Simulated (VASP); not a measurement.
SnSe:

```xyz
2
Lattice="0.0000 2.9486 2.9486 2.9486 0.0000 2.9486 2.9486 2.9486 0.0000" Properties=species:S:1:pos:R:3 pbc="T T T"
Sn    0.0000    0.0000    0.0000
Se    2.9486    2.9486    2.9486
```

Base run:

- Program: VASP 6.6.1
- Functional: revPBE
- Potentials or basis: VASP PAW PBE potentials, release 64 (Sn_d, Se)
- Cutoff: 520 eV
- k mesh: 8 × 8 × 8
- Occupations: fermi-dirac, width 0.05 eV
- Spin: no spin polarisation

Its results: band gap on the k mesh 0.75 eV, indirect (least direct gap 0.85 eV); pressure 5.9 GPa.

Question: The run is repeated on the same cell with these changes: functional from revPBE to PBE exchange alone. What comes out?

Answer: Band gap on the k mesh 0.67 eV, direct; pressure 15.3 GPa.

Caveats: spin-orbit coupling is left out, which moves the levels of the heavy elements; the PAW data sets were made with another functional, which shifts forces and pressure a little (some runs).

A k mesh can miss the band edges.
